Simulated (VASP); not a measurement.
# La (Fm-3m) in VASP: settings compared, part 2 of 2

VASP 6.6.1. Earlier steps stand in the parts before.

### 4 Single point, pbe exchange, lda correlation, collinear spin (38.51 Å³/atom)

This run uses another cell than the first one, of 38.51 Å³/atom.

File INCAR:

```
SYSTEM = La
PREC = Accurate ; ENCUT = 500
EDIFF = 1E-6 ; ISMEAR = 1
SIGMA = 0.025 ; LREAL = .FALSE.
LASPH = .TRUE. ; NELM = 200
ALGO = Normal ; ISIF = 2
LWAVE = .FALSE. ; LCHARG = .FALSE.
ISPIN = 2 ; MAGMOM = 1
LORBIT = 11 ; NUPDOWN = 1.0
LMAXMIX = 6 ; GGA = LIBXC
LIBXC1 = GGA_X_PBE ; LIBXC2 = LDA_C_PW
NBANDS = 16 ; GGA_COMPAT = .FALSE.
```

File KPOINTS:

```
Automatic mesh
0
G
  9 9 9
  0 0 0
```

File POSCAR:

```
La
1.0
    0.0000000000      2.6803132028      2.6803132028
    2.6803132028      0.0000000000      2.6803132028
    2.6803132028      2.6803132028      0.0000000000
La
1
Direct
    0.0000000000      0.0000000000      0.0000000000
```

Potentials or basis: VASP PAW PBE potentials, release 64 (La).

Started as:

```console
$ cat potpaw_PBE.64/La/POTCAR > POTCAR
$ mpirun -np 1 vasp_std > vasp.out
```

OUTCAR:

```text
SYSTEM = La
   PREC = Accurate
   ENCUT = 500
   EDIFF = 1E-6
   ISMEAR = 1
   LREAL = .FALSE.
   LASPH = .TRUE.
   NELM = 200
   ISIF = 2
   ISPIN = 2
   LORBIT = 11
   NUPDOWN = 1.0
   GGA = LIBXC

 ion  position               nearest neighbor table
   1  0.000  0.000  0.000-

  LATTYP: Found a face centered cubic cell.
 ALAT       =     5.3606264056

  Lattice vectors:

 A1 = (   0.0000000000,   2.6803132028,   2.6803132028)
 A2 = (   2.6803132028,   0.0000000000,   2.6803132028)
 A3 = (   2.6803132028,   2.6803132028,   0.0000000000)

Analysis of symmetry for initial positions (statically):
=====================================================================
 Subroutine PRICEL returns:
 Original cell was already a primitive cell.

 Routine SETGRP: Setting up the symmetry group for a
 face centered cubic supercell.

 Subroutine GETGRP returns: Found 48 space group operations
 (whereof 48 operations were pure point group operations)
 out of a pool of 48 trial point group operations.

The static configuration has the point symmetry O_h .

Analysis of symmetry for dynamics (positions and initial velocities):
[... 637 lines left out ...]

 spin component 2

 k-point     1 :       0.0000    0.0000    0.0000
  band No.  band energies     occupation
      1     -25.3545      1.00000
      2      -8.3311      1.00000
      3      -8.3311      1.00000
      4      -8.3311      1.00000
      5       4.9155      1.00000
      6       8.9051      0.00000
[... 435 lines left out ...]
      5       6.1418      1.00000
      6       6.7982      1.00000
[... 8 lines left out ...]
     15      13.2192      0.00000
     16      13.5782      0.00000

 [... further k-points ...]

------------------------ aborting loop because EDIFF is reached ----------------------------------------

  FORCE on cell =-STRESS in cart. coord.  units (eV):
  Direction    XX          YY          ZZ          XY          YZ          ZX
  --------------------------------------------------------------------------------------
  -------------------------------------------------------------------------------------
  Total        0.6959135      0.6959135      0.6959135     -0.0000000      0.0000000     -0.0000000
  in kB       28.9520430     28.9520430     28.9520430     -0.0000000      0.0000000     -0.0000000
  external PRESSURE =      28.9520430 kB  Pullay stress =       0.0000000 kB

 VOLUME and BASIS-vectors are now :
 -----------------------------------------------------------------------------
  energy-cutoff  :      500.00
  volume of cell :       38.51
      direct lattice vectors                 reciprocal lattice vectors
     0.000000000  2.680313203  2.680313203    -0.186545363  0.186545363  0.186545363
     2.680313203  0.000000000  2.680313203     0.186545363 -0.186545363  0.186545363
     2.680313203  2.680313203  0.000000000     0.186545363  0.186545363 -0.186545363

 POSITION                                       TOTAL-FORCE (eV/Angst)
 -----------------------------------------------------------------------------------
      0.00000      0.00000      0.00000        -0.000000      0.000000      0.000000
 -----------------------------------------------------------------------------------
    total drift:                                0.000000      0.000000      0.000000

  FREE ENERGIE OF THE ION-ELECTRON SYSTEM (eV)
  ---------------------------------------------------
  free  energy   TOTEN  =        -3.6767825686 eV

  energy  without entropy=       -3.6766168429  energy(sigma->0) =       -3.67672733

 total charge

# of ion       s       p       d       f       tot
--------------------------------------------------
    1        2.043   5.577   0.875   0.121   8.615

 magnetization (x)

# of ion       s       p       d       f       tot
--------------------------------------------------
    1        0.007   0.024   0.330   0.082   0.443
```

It took 22 s on 1 thread of Intel Xeon 6975P-C (Granite Rapids), shared host; peak memory 0.2 GiB.

Results:

| Item | Value |
| --- | --- |
| Free energy | -3.6768 eV |
| Pressure | 2.9 GPa |
| Net moment | 1.00 μB per cell |
| Site moments | La +0.44 μB |
| Valence electrons inside the program's atomic spheres | La 8.62 |

Caveat: the PAW data sets were made with another functional, which shifts forces and pressure a little; the total moment is fixed, so each spin has its own Fermi level.

### 5 Single point, pbe exchange, lda correlation, collinear spin (39.25 Å³/atom)

This run uses another cell than the first one, of 39.25 Å³/atom.

File INCAR:

```
SYSTEM = La
ALGO = Normal
EDIFF = 1E-6
ENCUT = 500
GGA = LIBXC
GGA_COMPAT = .FALSE.
ISIF = 2
ISMEAR = 1
ISPIN = 2
LASPH = .TRUE.
LCHARG = .TRUE.
LELF = .TRUE.
LIBXC1 = GGA_X_PBE
LIBXC2 = LDA_C_PW
LMAXMIX = 6
LORBIT = 11
LREAL = .FALSE.
LVHAR = .TRUE.
LWAVE = .FALSE.
MAGMOM = 1
NBANDS = 16
NELM = 200
NUPDOWN = 1.0
PREC = Accurate
SIGMA = 0.025
```

File KPOINTS:

```
k-points
0
G
  9 9 9
  0 0 0
```

File POSCAR:

```
La
1.0
    0.0000000000      2.6973857217      2.6973857217
    2.6973857217      0.0000000000      2.6973857217
    2.6973857217      2.6973857217      0.0000000000
La
1
Direct
    0.0000000000      0.0000000000      0.0000000000
```

Started as:

```console
$ cat potpaw_PBE.64/La/POTCAR > POTCAR
$ mpirun -np 1 vasp_std > vasp.out
```

Wall time 24 s (1 thread of Intel Xeon 6975P-C (Granite Rapids), shared host); peak memory 0.2 GiB.

Results (log left out):

* Free energy: -3.6890 eV
* Pressure: 2.5 GPa
* Net moment: 1.00 μB per cell
* Site moments: La +0.44 μB
* Valence electrons inside the program's atomic spheres: La 8.60

Caveat: the PAW data sets were made with another functional, which shifts forces and pressure a little; the total moment is fixed, so each spin has its own Fermi level.

### 6 Summary

```tsv
cell	pressure (GPa)	moment (μB)
a = 3.741 Å, angles 60.0°, 1 atom	4.2	1.00
a = 3.766 Å, angles 60.0°, 1 atom	3.5	1.00
a = 3.791 Å, angles 60.0°, 1 atom	2.9	1.00
a = 3.815 Å, angles 60.0°, 1 atom	2.5	1.00
```

Alike in all rows: task single point; level pbe exchange, lda correlation; potentials or basis VASP PAW PBE potentials, release 64 (La); spin collinear; fixed moment (μB) 1.0; k mesh 9 × 9 × 9; cutoff (eV) 500; smearing methfessel-paxton 0.025 eV.

Caveats: the PAW data sets were made with another functional, which shifts forces and pressure a little; the total moment is fixed, so each spin has its own Fermi level; the cell stands under pressure (at least some runs).

Absolute energies hang on the potentials; compare differences alone.
